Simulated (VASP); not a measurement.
# Ir in VASP: single point with PBEsol

Aim: the single point of Ir with PBEsol.

Program: VASP 6.6.1. These are calculated values, not measurements. Logs are shortened: lines on timing, memory, paths and dates and some standing lists are left out, and cuts for length are marked.

**1. The cell of the first run**

The cell holds a slab with vacuum, 13 atoms: a = 2.708 Å, b = 6.634 Å, c = 24.382 Å, α = 90.00°, β = 90.00°, γ = 90.00°.

**2. Single point, PBEsol**

INCAR reads:

```
SYSTEM = Ir
PREC     = Accurate       ! precision mode
ENCUT    = 520            ! plane-wave cutoff, eV
EDIFF    = 1E-6           ! SCF threshold, eV
ISMEAR   = 0              ! smearing method
SIGMA    = 0.1            ! smearing width, eV
LREAL    = .FALSE.        ! projectors in reciprocal space
LASPH    = .TRUE.         ! aspherical terms in the spheres
NELM     = 100            ! most SCF steps
ALGO     = Normal         ! electronic algorithm
ISIF     = 2              ! what is computed and relaxed
LWAVE    = .FALSE.        ! write WAVECAR
LCHARG   = .TRUE.         ! write CHGCAR
LDIPOL   = .TRUE.       
IDIPOL   = 3            
DIPOL    = 0.5 0.5 0.500
GGA      = PS             ! functional
LELF     = .TRUE.         ! ELF
LVHAR    = .TRUE.       
LVACPOTAV= .TRUE.       
NBANDS   = 70             ! bands
```

KPOINTS reads:

```
Automatic mesh
0
G
  13 5 1
  0 0 0
```

POSCAR reads:

```
Ir
1.0
    2.7083809930      0.0000000000      0.0000000000
    0.0000000000      6.6341514618      0.0000000000
    0.0000000000      0.0000000000     24.3821069722
Ir
13
Direct
    0.5000000000      0.6666666667      0.3076026206
    0.0000000000      0.3333333333      0.3396688505
    0.5000000000      0.0000000000      0.3717350804
    0.0000000000      0.6666666667      0.4038013103
    0.5000000000      0.3333333333      0.4358675402
    0.0000000000      0.0000000000      0.4679337701
    0.5000000000      0.6666666667      0.5000000000
    0.0000000000      0.3333333333      0.5320662299
    0.5000000000      0.0000000000      0.5641324598
    0.0000000000      0.6666666667      0.5961986897
    0.5000000000      0.3333333333      0.6282649196
    0.0000000000      0.0000000000      0.6603311495
    0.5000000000      0.6666666667      0.6923973794
```

Potentials or basis: VASP PAW PBE potentials, release 64 (Ir).

The run is started by

```
$ cat potpaw_PBE.64/Ir/POTCAR > POTCAR
$ mpirun -np 1 vasp_std > vasp.out
```

OUTCAR:

```text
SYSTEM = Ir
   PREC = Accurate
   ENCUT = 520
   EDIFF = 1E-6
   ISMEAR = 0
   LREAL = .FALSE.
   LASPH = .TRUE.
   NELM = 100
   ISIF = 2
   GGA = PS

 ion  position               nearest neighbor table
   1  0.500  0.667  0.308-   3 2.71   4 2.71   4 2.71   2 2.71   2 2.71
   2  0.000  0.333  0.340-   3 2.71   3 2.71   5 2.71   5 2.71   4 2.71   1 2.71   1 2.71
   3  0.500  0.000  0.372-   1 2.71   5 2.71   4 2.71   4 2.71   2 2.71   2 2.71   6 2.71   6 2.71

   4  0.000  0.667  0.404-   6 2.71   3 2.71   3 2.71   1 2.71   1 2.71   7 2.71   7 2.71   2 2.71
                             5 2.71   5 2.71
   5  0.500  0.333  0.436-   3 2.71   6 2.71   6 2.71   8 2.71   2 2.71   2 2.71   8 2.71   7 2.71
                             4 2.71   4 2.71
   6  0.000  0.000  0.468-   4 2.71   8 2.71   5 2.71   5 2.71   7 2.71   7 2.71   3 2.71   3 2.71
                             9 2.71   9 2.71
   7  0.500  0.667  0.500-   9 2.71   6 2.71   6 2.71  10 2.71   4 2.71   4 2.71  10 2.71   5 2.71
                             8 2.71   8 2.71
   8  0.000  0.333  0.532-   6 2.71   9 2.71   9 2.71  11 2.71  11 2.71   5 2.71   5 2.71  10 2.71
                             7 2.71   7 2.71
   9  0.500  0.000  0.564-   7 2.71  11 2.71   8 2.71   8 2.71  10 2.71  10 2.71   6 2.71   6 2.71
                            12 2.71  12 2.71
  10  0.000  0.667  0.596-  12 2.71   9 2.71   9 2.71  13 2.71  13 2.71   7 2.71   7 2.71   8 2.71
                            11 2.71  11 2.71
  11  0.500  0.333  0.628-   9 2.71  12 2.71  12 2.71   8 2.71   8 2.71  13 2.71  10 2.71  10 2.71

  12  0.000  0.000  0.660-  10 2.71  13 2.71  13 2.71  11 2.71  11 2.71   9 2.71   9 2.71
  13  0.500  0.667  0.692-  12 2.71  12 2.71  10 2.71  10 2.71  11 2.71

  LATTYP: Found a simple orthorhombic cell.
 ALAT       =     2.7083809930
 B/A-ratio  =     2.4494897427
 C/A-ratio  =     9.0024656927

  Lattice vectors:

 A1 = (   2.7083809930,   0.0000000000,   0.0000000000)
 A2 = (   0.0000000000,   6.6341514618,   0.0000000000)
 A3 = (   0.0000000000,   0.0000000000,  24.3821069722)

Analysis of symmetry for initial positions (statically):
=====================================================================
 Subroutine PRICEL returns:
 Original cell was already a primitive cell.

 Routine SETGRP: Setting up the symmetry group for a
 simple orthorhombic supercell.

 Subroutine GETGRP returns: Found  4 space group operations
 (whereof  2 operations were pure point group operations)
 out of a pool of  8 trial point group operations.

The static configuration has the point symmetry C_1h.
 The point group associated with its full space group is C_2h.

Analysis of symmetry for dynamics (positions and initial velocities):
=====================================================================
 Subroutine PRICEL returns:
 Original cell was already a primitive cell.

 Routine SETGRP: Setting up the symmetry group for a
 simple orthorhombic supercell.

 Subroutine GETGRP returns: Found  4 space group operations
 (whereof  2 operations were pure point group operations)
 out of a pool of  8 trial point group operations.

The dynamic configuration has the point symmetry C_1h.
 The point group associated with its full space group is C_2h.

 Subroutine INISYM returns: Found  4 space group operations
 (whereof  2 operations are pure point group operations),
 and found     1 'primitive' translations

----------------------------------------------------------------------------------------

                                     Primitive cell

  volume of cell :     438.0931

  direct lattice vectors                    reciprocal lattice vectors
     2.708380993  0.000000000  0.000000000     0.369224272  0.000000000  0.000000000
     0.000000000  6.634151462  0.000000000     0.000000000  0.150735178  0.000000000
     0.000000000  0.000000000 24.382106972     0.000000000  0.000000000  0.041013683

  length of vectors
     2.708380993  6.634151462 24.382106972     0.369224272  0.150735178  0.041013683

  position of ions in fractional coordinates (direct lattice)
     0.500000000  0.666666667  0.307602621
     0.000000000  0.333333333  0.339668850
     0.500000000  0.000000000  0.371735080
     0.000000000  0.666666667  0.403801310
     0.500000000  0.333333333  0.435867540
     0.000000000  0.000000000  0.467933770
     0.500000000  0.666666667  0.500000000
     0.000000000  0.333333333  0.532066230
     0.500000000  0.000000000  0.564132460
     0.000000000  0.666666667  0.596198690
[... 36 lines left out ...]
     0.028401867  0.030147036  0.041013683

  Shift w.r.t. Gamma in fractional coordinates (k-lattice)
     0.000000000  0.000000000  0.000000000

 Subroutine IBZKPT returns following result:
 ===========================================

 Found     21 irreducible k-points:

 Following reciprocal coordinates:
            Coordinates               Weight
  0.000000  0.000000  0.000000      1.000000
  0.076923  0.000000  0.000000      2.000000
  0.153846  0.000000  0.000000      2.000000
  0.230769  0.000000  0.000000      2.000000
  0.307692  0.000000  0.000000      2.000000
  0.384615  0.000000  0.000000      2.000000
[... 13 lines left out ...]
  0.384615  0.400000  0.000000      4.000000
  0.461538  0.400000  0.000000      4.000000
   k-points           NKPTS =     21   k-points in BZ     NKDIM =     21   number of bands    NBANDS=     70
   number of dos      NEDOS =    301   number of ions     NIONS =     13
   total plane-waves  NPLWV = 192000
   dimension x,y,z NGX =    20 NGY =   50 NGZ =  192
   dimension x,y,z NGXF=    40 NGYF=  100 NGZF=  384
   ions per type =              13
   NGX,Y,Z   is equivalent  to a cutoff of  12.28, 12.53, 13.09 a.u.
   NGXF,Y,Z  is equivalent  to a cutoff of  24.55, 25.06, 26.18 a.u.
 SYSTEM =  Ir
   PREC   = accura    normal or accurate (medium, high low for compatibility)
   ISTART =      0    job   : 0-new  1-cont  2-samecut
   ICHARG =      2    charge: 1-file 2-atom 10-const
   ISPIN  =      1    spin polarized calculation?
   LNONCOLLINEAR =      F non collinear calculations
   LSORBIT =      F    spin-orbit coupling
   LASPH  =      T    aspherical Exc in radial PAW
   ENCUT  =  520.0 eV  38.22 Ry    6.18 a.u.   5.04 12.34 45.33*2*pi/ulx,y,z
   NELM   =    100;   NELMIN=  2; NELMDL= -5     # of ELM steps
   EDIFF  = 0.1E-05   stopping-criterion for ELM
   LREAL  =      F    real-space projection
   EDIFFG = 0.1E-04   stopping-criterion for IOM
   NSW    =      0    number of steps for IOM
   IBRION =     -1    ionic relax: 0-MD 1-quasi-New 2-CG
   NFREE  =      0    steps in history (QN), initial steepest desc. (CG)
   ISIF   =      2    stress and relaxation
   ISYM   =      2    0-nonsym 1-usesym 2-fastsym
   POTIM  = 0.5000    time-step for ionic-motion
   TEBEG  =    0.0;   TEEND  =   0.0 temperature during run
   PSTRESS=    0.0 pullay stress
   NELECT =     117.0000    total number of electrons
   NUPDOWN=      -1.0000    fix difference up-down
   EMIN   =  10.00;   EMAX   =-10.00  energy-range for DOS
   EFERMI =   0.00;   METHOD = LEGACY
   ISMEAR =     0;   SIGMA  =   0.10  broadening in eV -4-tet -1-fermi 0-gaus
   EFERMI_NEDOS =   21; number of points for ismear=-14 and -15
   IALGO  =     38    algorithm
   IMIX   =      4    mixing-type and parameters
     AMIX     =   0.40;   BMIX     =  1.00
     AMIX_MAG =   1.60;   BMIX_MAG =  1.00
  volume/ion in A,a.u.               =      33.70       227.42
  Fermi-wavevector in a.u.,A,eV,Ry     =   1.054261  1.992264 15.122406  1.111466
  Thomas-Fermi vector in A             =   2.189414
   LORBIT       =      0    0 simple, 1 ext, 2 COOP (PROOUT), +10 PAW based schemes
   GGA     = PS    functional components
   LHFCALC =     F    Hartree Fock is set to
   AEXX    =    0.0000 exact exchange contribution
   IVDW    =     0    specifies the selected vdW correction
   LEPSILON=     F    determine dielectric tensor
   LRPA    =     F    only Hartree local field effects (RPA)
 non-spin polarized calculation
 Gauss-broadening in eV      SIGMA  =   0.10
  energy-cutoff  :      520.00
  volume of cell :      438.09
 maximum number of plane-waves:     11884
   NGX = 11   NGY = 25   NGZ = 91

 number of electron     116.9999996 magnetization

 dipolmoment           0.000000      0.000000      0.000000 electrons x Angstroem

 Free energy of the ion-electron system (eV)
  ---------------------------------------------------
  ext. energy  EPLUGINS =         0.00000000
  ---------------------------------------------------
  free energy    TOTEN  =      -120.26145519 eV

  energy without entropy =     -120.18000683  energy(sigma->0) =     -120.22073101

 E-fermi :   1.1056     XC(G=0):  -6.8077

 val. band max:        1.1035556956   @ k =   0.4615   0.2000   0.0000
 cond. band min:       1.1075031057   @ k =   0.0000   0.4000   0.0000
 fundamental gap:      0.0039474101
 Fermi energy:         1.1055648690

 k-point     1 :       0.0000    0.0000    0.0000
  band No.  band energies     occupation
      1      -9.6106      2.00000
      2      -8.2945      2.00000
      3      -6.9372      2.00000
      4      -6.7161      2.00000
      5      -6.6953      2.00000
      6      -6.5871      2.00000
[... 1522 lines left out ...]
     69       3.4499      0.00000
     70       3.6559      0.00000

------------------------ aborting loop because EDIFF is reached ----------------------------------------

  FORCE on cell =-STRESS in cart. coord.  units (eV):
  Direction    XX          YY          ZZ          XY          YZ          ZX
  --------------------------------------------------------------------------------------
  -------------------------------------------------------------------------------------
  Total      -14.3874322    -13.4125888     -9.5953129      0.0000000      0.5748515      0.0000000
  in kB      -52.6171718    -49.0520112    -35.0916145      0.0000000      2.1023251      0.0000000
  external PRESSURE =     -45.5869325 kB  Pullay stress =       0.0000000 kB

 VOLUME and BASIS-vectors are now :
 -----------------------------------------------------------------------------
  energy-cutoff  :      520.00
  volume of cell :      438.09
      direct lattice vectors                 reciprocal lattice vectors
     2.708380993  0.000000000  0.000000000     0.369224272  0.000000000  0.000000000
     0.000000000  6.634151462  0.000000000     0.000000000  0.150735178  0.000000000
     0.000000000  0.000000000 24.382106972     0.000000000  0.000000000  0.041013683

 POSITION                                       TOTAL-FORCE (eV/Angst)
 -----------------------------------------------------------------------------------
      1.35419      4.42277      7.50000         0.000000     -0.576294      1.414979
      0.00000      2.21138      8.28184         0.000000      0.414023      0.417351
      1.35419      0.00000      9.06368         0.000000      0.288078     -0.588462
      0.00000      4.42277      9.84553         0.000000      0.225872     -0.729199
      1.35419      2.21138     10.62737         0.000000     -0.304360      0.001241
      0.00000      0.00000     11.40921         0.000000     -0.200324      0.037624
      1.35419      4.42277     12.19105         0.000000      0.000000      0.000000
      0.00000      2.21138     12.97290         0.000000      0.200324     -0.037624
      1.35419      0.00000     13.75474         0.000000      0.304360     -0.001241
      0.00000      4.42277     14.53658         0.000000     -0.225872      0.729199
      1.35419      2.21138     15.31842         0.000000     -0.288078      0.588462
      0.00000      0.00000     16.10026         0.000000     -0.414023     -0.417351
      1.35419      4.42277     16.88211         0.000000      0.576294     -1.414979
 -----------------------------------------------------------------------------------
    total drift:                                0.000000     -0.000001      0.000030

  FREE ENERGIE OF THE ION-ELECTRON SYSTEM (eV)
  ---------------------------------------------------
  free  energy   TOTEN  =      -120.2614551935 eV

  energy  without entropy=     -120.1800068257  energy(sigma->0) =     -120.22073101

 vacuum level on the upper side and lower side of the slab         6.506         6.506
```

It took 51 min on 1 thread of Intel Xeon 8259CL, shared host; peak memory 0.75 GiB.

What came out:

| Property | Result |
| --- | --- |
| Free energy | -120.2615 eV |
| Largest force | 1.528 eV/Å |
| Band gap on the k mesh | zero (an odd number of electrons rules out a gap without spin polarisation) |

Forces on the atoms (eV/Å):
```
Ir   0.000 -0.576  1.415
Ir   0.000  0.414  0.417
Ir   0.000  0.288 -0.588
Ir   0.000  0.226 -0.729
Ir   0.000 -0.304  0.001
Ir   0.000 -0.200  0.038
Ir   0.000  0.000  0.000
Ir   0.000  0.200 -0.038
Ir   0.000  0.304 -0.001
Ir   0.000 -0.226  0.729
Ir   0.000 -0.288  0.588
Ir   0.000 -0.414 -0.417
Ir   0.000  0.576 -1.415
```

Caveat: the PAW data sets were made with another functional, which shifts forces and pressure a little; spin-orbit coupling is left out, which moves the levels of the heavy elements.
